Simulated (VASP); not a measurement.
Set up this calculation in VASP 6.6.1, as the native input.

```
Task                   : single point
Functional             : PBEsol
Potentials or basis    : VASP PAW PBE potentials, release 64 (Ir)
Cutoff                 : 520 eV
k mesh                 : 11 × 11 × 11
Occupations            : gaussian, width 0.1 eV
Spin                   : no spin polarisation
Dipole correction      : no
Further INCAR settings : ALGO = Normal; EDIFF = 1e-07; NBANDS = 10
```

The structure of Ir lies in POSCAR:

```
Ir
1.0
    0.0000000000      1.9160067022      1.9160067022
    1.9160067022      0.0000000000      1.9160067022
    1.9160067022      1.9160067022      0.0000000000
Ir
1
Direct
    0.0000000000      0.0000000000      0.0000000000
```

These files were run (other wordings do the same):

INCAR

```
ALGO = Normal
EDIFF = 1E-7
ENCUT = 520
GGA = PS
ISIF = 2
ISMEAR = 0
LASPH = True
LCHARG = True
LELF = True
LREAL = False
LVHAR = True
LWAVE = False
NBANDS = 10
NELM = 100
PREC = Accurate
SIGMA = 0.1
```

KPOINTS

```
k-points
0
Gamma
  11 11 11
```

Potentials or basis: VASP PAW PBE potentials, release 64 (Ir).

Command:

```console
$ cat potpaw_PBE.64/Ir/POTCAR > POTCAR
$ mpirun -np 1 vasp_std > vasp.out
```

Results of the run:

- Pressure: 1.0 GPa

Caveat: the PAW data sets were made with another functional, which shifts forces and pressure a little.

It took 13 s on 1 thread of Intel Xeon 8259CL, on a shared host, peak memory 0.13 GiB.
